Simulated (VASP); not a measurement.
# ZnSe (P4/nmm) in VASP: further runs

Runs on ZnSe. Level: LDA. Tasks: single point.

All numbers are computed with VASP 6.6.1; they aren't measurements. Logs are shortened: lines on timing, memory, paths and dates and some standing lists are left out, and cuts for length are marked.

**1. The cell of the first run**

The structure is tetragonal, space group P4/nmm (No. 129). Conventional cell: a = 3.982 Å, b = 3.982 Å, c = 4.625 Å, α = 90.00°, β = 90.00°, γ = 90.00°. Zn (site symmetry -4m2) has 4 Se at 2.37 Å and 4 Zn at 2.82 Å within 3.1 Å. Within 3.1 Å of Se (site symmetry 4mm) lie 4 Zn at 2.37 Å.

**2. Single point, LDA**

Input file INCAR:

```
ALGO = Normal ; EDIFF = 1E-6
ENCUT = 520 ; GGA = CA
ISIF = 2 ; ISMEAR = 0
LASPH = True ; LCHARG = False
LREAL = False ; LWAVE = False
NBANDS = 26 ; NELM = 60
PREC = Accurate ; SIGMA = 0.05
```

Input file KPOINTS:

```
k-points
0
Gamma
  8 8 6
```

Input file POSCAR:

```
ZnSe
1.0
    3.9824792206      0.0000000000      0.0000000000
    0.0000000000      3.9824792206      0.0000000000
    0.0000000000      0.0000000000      4.6254000000
Zn Se
2 2
Direct
    0.0000000000      0.0000000000      0.0000000000
    0.5000000000      0.5000000000      0.0000000000
    0.0000000000      0.5000000000      0.2797006019
    0.5000000000      0.0000000000      0.7202993981
```

Potentials or basis: VASP PAW LDA potentials, release 64 (Zn, Se).

On the command line:

```
cat potpaw_LDA.64/Zn/POTCAR potpaw_LDA.64/Se/POTCAR > POTCAR
mpirun -np 1 vasp_std > vasp.out
```

OUTCAR:

```text
EDIFF = 1E-6
   ENCUT = 520
   GGA = CA
   ISIF = 2
   ISMEAR = 0
   LASPH = True
   LREAL = False
   NELM = 60
   PREC = Accurate

 ion  position               nearest neighbor table
   1  0.000  0.000  0.000-   3 2.37   4 2.37   3 2.37   4 2.37   2 2.82   2 2.82   2 2.82   2 2.82

   2  0.500  0.500  0.000-   3 2.37   4 2.37   4 2.37   3 2.37   1 2.82   1 2.82   1 2.82   1 2.82

   3  0.000  0.500  0.280-   1 2.37   2 2.37   1 2.37   2 2.37
   4  0.500  0.000  0.720-   1 2.37   2 2.37   2 2.37   1 2.37

  LATTYP: Found a simple tetragonal cell.
 ALAT       =     3.9824792206
 C/A-ratio  =     1.1614373218

  Lattice vectors:

 A1 = (   3.9824792206,   0.0000000000,   0.0000000000)
 A2 = (   0.0000000000,   3.9824792206,   0.0000000000)
 A3 = (   0.0000000000,   0.0000000000,   4.6254000000)

Analysis of symmetry for initial positions (statically):
=====================================================================
 Subroutine PRICEL returns:
 Original cell was already a primitive cell.

 Routine SETGRP: Setting up the symmetry group for a
 simple tetragonal supercell.

 Subroutine GETGRP returns: Found 16 space group operations
 (whereof  8 operations were pure point group operations)
 out of a pool of 16 trial point group operations.

The static configuration has the point symmetry D_2d.
 The point group associated with its full space group is D_4h.

Analysis of symmetry for dynamics (positions and initial velocities):
=====================================================================
 Subroutine PRICEL returns:
 Original cell was already a primitive cell.

 Routine SETGRP: Setting up the symmetry group for a
 simple tetragonal supercell.

 Subroutine GETGRP returns: Found 16 space group operations
 (whereof  8 operations were pure point group operations)
 out of a pool of 16 trial point group operations.

The dynamic configuration has the point symmetry D_2d.
 The point group associated with its full space group is D_4h.

 Subroutine INISYM returns: Found 16 space group operations
 (whereof  8 operations are pure point group operations),
 and found     1 'primitive' translations

----------------------------------------------------------------------------------------

                                     Primitive cell

  volume of cell :      73.3595

  direct lattice vectors                    reciprocal lattice vectors
     3.982479221  0.000000000  0.000000000     0.251099866  0.000000000  0.000000000
     0.000000000  3.982479221  0.000000000     0.000000000  0.251099866  0.000000000
     0.000000000  0.000000000  4.625400000     0.000000000  0.000000000  0.216197518

  length of vectors
     3.982479221  3.982479221  4.625400000     0.251099866  0.251099866  0.216197518

  position of ions in fractional coordinates (direct lattice)
     0.000000000  0.000000000  0.000000000
     0.500000000  0.500000000  0.000000000
     0.000000000  0.500000000  0.279700602
     0.500000000  0.000000000  0.720299398

  ion indices of the primitive-cell ions
   primitive index   ion index
                 1           1
                 2           2
                 3           3
                 4           4

----------------------------------------------------------------------------------------

 KPOINTS: k-points

Automatic generation of k-mesh.
 Grid dimensions read from file:
 generate k-points for:    8    8    6

 Generating k-lattice:

  Cartesian coordinates                     Fractional coordinates (reciprocal lattice)
     0.031387483  0.000000000  0.000000000     0.125000000  0.000000000  0.000000000
     0.000000000  0.031387483  0.000000000     0.000000000  0.125000000  0.000000000
     0.000000000  0.000000000  0.036032920     0.000000000  0.000000000  0.166666667

  Length of vectors
     0.031387483  0.031387483  0.036032920

  Shift w.r.t. Gamma in fractional coordinates (k-lattice)
     0.000000000  0.000000000  0.000000000

 Subroutine IBZKPT returns following result:
 ===========================================

 Found     60 irreducible k-points:

 Following reciprocal coordinates:
            Coordinates               Weight
  0.000000  0.000000  0.000000      1.000000
  0.125000  0.000000  0.000000      4.000000
  0.250000  0.000000  0.000000      4.000000
  0.375000  0.000000  0.000000      4.000000
  0.500000  0.000000  0.000000      2.000000
  0.125000  0.125000  0.000000      4.000000
[... 16 lines left out ...]
  0.375000  0.125000  0.166667     16.000000
  0.500000  0.125000  0.166667      8.000000
 [... further k-points ...]
   k-points           NKPTS =     60   k-points in BZ     NKDIM =     60   number of bands    NBANDS=     26
   number of dos      NEDOS =    301   number of ions     NIONS =      4
   total plane-waves  NPLWV =  32400
   dimension x,y,z NGX =    30 NGY =   30 NGZ =   36
   dimension x,y,z NGXF=    60 NGYF=   60 NGZF=   72
   ions per type =               2   2
   NGX,Y,Z   is equivalent  to a cutoff of  12.52, 12.52, 12.94 a.u.
   NGXF,Y,Z  is equivalent  to a cutoff of  25.05, 25.05, 25.88 a.u.
 SYSTEM =  unknown system
   PREC   = accura    normal or accurate (medium, high low for compatibility)
   ISTART =      0    job   : 0-new  1-cont  2-samecut
   ICHARG =      2    charge: 1-file 2-atom 10-const
   ISPIN  =      1    spin polarized calculation?
   LNONCOLLINEAR =      F non collinear calculations
   LSORBIT =      F    spin-orbit coupling
   LASPH  =      T    aspherical Exc in radial PAW
   ENCUT  =  520.0 eV  38.22 Ry    6.18 a.u.   7.40  7.40  8.60*2*pi/ulx,y,z
   NELM   =     60;   NELMIN=  2; NELMDL= -5     # of ELM steps
   EDIFF  = 0.1E-05   stopping-criterion for ELM
   LREAL  =      F    real-space projection
   EDIFFG = 0.1E-04   stopping-criterion for IOM
   NSW    =      0    number of steps for IOM
   IBRION =     -1    ionic relax: 0-MD 1-quasi-New 2-CG
   NFREE  =      0    steps in history (QN), initial steepest desc. (CG)
   ISIF   =      2    stress and relaxation
   ISYM   =      2    0-nonsym 1-usesym 2-fastsym
   POTIM  = 0.5000    time-step for ionic-motion
   TEBEG  =    0.0;   TEEND  =   0.0 temperature during run
   PSTRESS=    0.0 pullay stress
   NELECT =      36.0000    total number of electrons
   NUPDOWN=      -1.0000    fix difference up-down
   EMIN   =  10.00;   EMAX   =-10.00  energy-range for DOS
   EFERMI =   0.00;   METHOD = LEGACY
   ISMEAR =     0;   SIGMA  =   0.05  broadening in eV -4-tet -1-fermi 0-gaus
   EFERMI_NEDOS =   21; number of points for ismear=-14 and -15
   IALGO  =     38    algorithm
   IMIX   =      4    mixing-type and parameters
     AMIX     =   0.40;   BMIX     =  1.00
     AMIX_MAG =   1.60;   BMIX_MAG =  1.00
  volume/ion in A,a.u.               =      18.34       123.76
  Fermi-wavevector in a.u.,A,eV,Ry     =   1.291289  2.440183 22.686736  1.667428
  Thomas-Fermi vector in A             =   2.423068
   LORBIT       =      0    0 simple, 1 ext, 2 COOP (PROOUT), +10 PAW based schemes
   GGA     = CA    functional components
   LHFCALC =     F    Hartree Fock is set to
   AEXX    =    0.0000 exact exchange contribution
   IVDW    =     0    specifies the selected vdW correction
   LEPSILON=     F    determine dielectric tensor
   LRPA    =     F    only Hartree local field effects (RPA)
 non-spin polarized calculation
 Gauss-broadening in eV      SIGMA  =   0.05
  energy-cutoff  :      520.00
  volume of cell :       73.36
 maximum number of plane-waves:      2009
 NGX is ok and might be reduce to    30
   NGX = 15   NGY = 15   NGZ = 17

 number of electron      36.0000019 magnetization

 Free energy of the ion-electron system (eV)
  ---------------------------------------------------
  ext. energy  EPLUGINS =         0.00000000
  ---------------------------------------------------
  free energy    TOTEN  =       -13.63345653 eV

  energy without entropy =      -13.63345653  energy(sigma->0) =      -13.63345653

 E-fermi :   3.7747     XC(G=0): -10.7696

 val. band max:        3.5383684207   @ k =   0.0000   0.0000   0.0000
 cond. band min:       4.3944776975   @ k =   0.0000   0.0000   0.0000
 fundamental gap:      0.8561092768
 Fermi energy:         3.7746643130

 k-point     1 :       0.0000    0.0000    0.0000
  band No.  band energies     occupation
      1     -11.1604      2.00000
      2      -9.1739      2.00000
      3      -4.2803      2.00000
      4      -4.1903      2.00000
      5      -4.1357      2.00000
      6      -4.1357      2.00000
[... 18 lines left out ...]
     25      13.6422      0.00000
     26      14.1154      0.00000

 k-point     2 :       0.1250    0.0000    0.0000
  band No.  band energies     occupation
      1     -11.0664      2.00000
      2      -9.2063      2.00000
      3      -4.2301      2.00000
      4      -4.2009      2.00000
      5      -4.1314      2.00000
      6      -4.0820      2.00000
[... 18 lines left out ...]
     25      12.4028      0.00000
     26      13.2377      0.00000

 k-point     3 :       0.2500    0.0000    0.0000
  band No.  band energies     occupation
      1     -10.7987      2.00000
      2      -9.3268      2.00000
      3      -4.1806      2.00000
      4      -4.1076      2.00000
      5      -4.0952      2.00000
      6      -3.9760      2.00000
[... 18 lines left out ...]
     25      11.4390      0.00000
     26      13.1192      0.00000

 k-point     4 :       0.3750    0.0000    0.0000
  band No.  band energies     occupation
      1     -10.4035      2.00000
      2      -9.5788      2.00000
      3      -4.1129      2.00000
      4      -4.0375      2.00000
      5      -3.9222      2.00000
      6      -3.9163      2.00000
[... 18 lines left out ...]
     25      11.3989      0.00000
     26      12.6269      0.00000

 k-point     5 :       0.5000    0.0000    0.0000
  band No.  band energies     occupation
      1      -9.9624      2.00000
      2      -9.9624      2.00000
      3      -4.0045      2.00000
      4      -4.0045      2.00000
      5      -3.9296      2.00000
      6      -3.9296      2.00000
[... 18 lines left out ...]
     25      12.1347      0.00000
     26      12.1347      0.00000

 k-point     6 :       0.1250    0.1250    0.0000
  band No.  band energies     occupation
      1     -10.9743      2.00000
      2      -9.2311      2.00000
      3      -4.2558      2.00000
      4      -4.1710      2.00000
      5      -4.0674      2.00000
      6      -4.0598      2.00000
[... 427 lines left out ...]
 k-point    21 :       0.1250    0.1250    0.1667
  band No.  band energies     occupation
      1     -10.8728      2.00000
      2      -9.3440      2.00000
      3      -4.2716      2.00000
      4      -4.1752      2.00000
      5      -4.0888      2.00000
      6      -4.0697      2.00000
[... 18 lines left out ...]
     25      11.2144      0.00000
     26      13.6474      0.00000

 k-point    22 :       0.2500    0.1250    0.1667
  band No.  band energies     occupation
      1     -10.6234      2.00000
      2      -9.4074      2.00000
      3      -4.2997      2.00000
      4      -4.0809      2.00000
      5      -4.0228      2.00000
      6      -3.9466      2.00000
[... 18 lines left out ...]
     25      10.8430      0.00000
     26      13.4999      0.00000

 k-point    23 :       0.3750    0.1250    0.1667
  band No.  band energies     occupation
      1     -10.2640      2.00000
      2      -9.5784      2.00000
      3      -4.2611      2.00000
      4      -3.9804      2.00000
      5      -3.9525      2.00000
      6      -3.8941      2.00000
[... 18 lines left out ...]
     25      11.6692      0.00000
     26      13.2529      0.00000

 k-point    24 :       0.5000    0.1250    0.1667
  band No.  band energies     occupation
      1      -9.8820      2.00000
      2      -9.8820      2.00000
      3      -4.1314      2.00000
      4      -4.1314      2.00000
      5      -3.8790      2.00000
      6      -3.8790      2.00000
[... 18 lines left out ...]
     25      12.9673      0.00000
     26      12.9673      0.00000

 [... further k-points ...]

------------------------ aborting loop because EDIFF is reached ----------------------------------------

  FORCE on cell =-STRESS in cart. coord.  units (eV):
  Direction    XX          YY          ZZ          XY          YZ          ZX
  --------------------------------------------------------------------------------------
  -------------------------------------------------------------------------------------
  Total        5.3100729      5.3100729      5.8308810      0.0000000     -0.0000000      0.0000000
  in kB      115.9724234    115.9724234    127.3469147      0.0000000     -0.0000000      0.0000000
  external PRESSURE =     119.7639205 kB  Pullay stress =       0.0000000 kB

 VOLUME and BASIS-vectors are now :
 -----------------------------------------------------------------------------
  energy-cutoff  :      520.00
  volume of cell :       73.36
      direct lattice vectors                 reciprocal lattice vectors
     3.982479221  0.000000000  0.000000000     0.251099866  0.000000000  0.000000000
     0.000000000  3.982479221  0.000000000     0.000000000  0.251099866  0.000000000
     0.000000000  0.000000000  4.625400000     0.000000000  0.000000000  0.216197518

 POSITION                                       TOTAL-FORCE (eV/Angst)
 -----------------------------------------------------------------------------------
      0.00000      0.00000      0.00000        -0.000000     -0.000000      0.000000
      1.99124      1.99124      0.00000         0.000000      0.000000      0.000000
      0.00000      1.99124      1.29373        -0.000000      0.000000      1.828071
      1.99124      0.00000      3.33167        -0.000000     -0.000000     -1.828071
 -----------------------------------------------------------------------------------
    total drift:                                0.000000      0.000000     -0.000000

  FREE ENERGIE OF THE ION-ELECTRON SYSTEM (eV)
  ---------------------------------------------------
  free  energy   TOTEN  =       -13.6334565276 eV

  energy  without entropy=      -13.6334565276  energy(sigma->0) =      -13.63345653
```

It took 1.8 min on 1 thread of Intel Xeon Platinum 8488C (Sapphire Rapids), shared host; peak memory 0.22 GiB.

Results:

```yaml
Free_energy: -13.6335 eV
Pressure: 12.0 GPa
Largest_force: 1.828 eV/Å
Band_gap_on_the_k_mesh: 0.86 eV, direct
```

Forces in eV/Å, atoms in the order of the input:
```
Zn   0.000  0.000  0.000
Zn   0.000  0.000  0.000
Se   0.000  0.000  1.828
Se   0.000  0.000 -1.828
```

Caveat: forces of over 1 eV/Å act on the atoms, so gaps and moduli don't describe the material at rest.

**3. Single point, LDA**

This run uses another cell than the first one, of 18.43 Å³/atom, 1.005 times its volume.

Input file INCAR:

```
SYSTEM = ZnSe
PREC = Accurate
ENCUT = 520
EDIFF = 1E-6
ISMEAR = 0
SIGMA = 0.05
LREAL = .FALSE.
LASPH = .TRUE.
NELM = 100
ALGO = Normal
ISIF = 2
LWAVE = .FALSE.
LCHARG = .FALSE.
NBANDS = 26
```

Input file KPOINTS:

```
Automatic mesh
0
G
  8 8 6
  0 0 0
```

Input file POSCAR:

```
ZnSe
1.0
    3.8630000000      0.0000000000      0.0000000000
    0.0000000000      3.8630000000      0.0000000000
    0.0000000000      0.0000000000      4.9408000000
Zn Se
2 2
Direct
    0.0000000000      0.0000000000      0.0000000000
    0.5000000000      0.5000000000      0.0000000000
    0.0000000000      0.5000000000      0.2797006019
    0.5000000000      0.0000000000      0.7202993981
```

Potentials or basis: VASP PAW LDA potentials, release 64 (Zn, Se).

On the command line:

```
cat potpaw_LDA.64/Zn/POTCAR potpaw_LDA.64/Se/POTCAR > POTCAR
mpirun -np 1 vasp_std > vasp.out
```

Run time: 95 s. Hardware: 1 thread of Intel Xeon Platinum 8488C (Sapphire Rapids), shared host; peak memory 0.22 GiB.

The run converged. Its results:

- Free energy: -13.6806 eV
- Pressure: 12.4 GPa
- Largest force: 1.686 eV/Å
- Band gap on the k mesh: 1.42 eV, direct

Forces in eV/Å, atoms in the order of the input:
```
Zn   0.000  0.000  0.000
Zn   0.000  0.000  0.000
Se   0.000  0.000  1.686
Se   0.000  0.000 -1.686
```

Stress tensor (GPa, compression positive):
```
12.40  0.00  0.00
 0.00 12.40  0.00
 0.00  0.00 12.29
```

Levels at points of the mesh, in eV from the valence-band top:
| k point | band 15 | band 16 | band 17 | band 18 | band 19 | band 20 | band 21 | band 22 |
| --- | --- | --- | --- | --- | --- | --- | --- | --- |
| (0.00, 0.00, 0.00) | -3.53 | -0.21 | 0.00 | 0.00 | 1.42 | 1.93 | 2.17 | 5.49 |
| (0.50, 0.00, 0.00) | -2.77 | -2.77 | -1.51 | -1.51 | 3.53 | 3.53 | 5.77 | 5.77 |
| (0.50, 0.50, 0.00) | -2.97 | -2.97 | -2.56 | -2.56 | 2.38 | 2.38 | 3.05 | 3.05 |
| (0.00, 0.00, 0.50) | -2.90 | -1.97 | -1.13 | -1.13 | 1.97 | 3.46 | 3.96 | 5.05 |
| (0.50, 0.00, 0.50) | -1.34 | -1.34 | -0.75 | -0.75 | 2.30 | 2.30 | 5.38 | 5.38 |
| (0.50, 0.50, 0.50) | -4.19 | -4.19 | -3.89 | -3.89 | 5.51 | 5.51 | 6.30 | 6.30 |

Caveat: forces of over 1 eV/Å act on the atoms, so gaps and moduli don't describe the material at rest.

(Continued in part 2 of 2.)
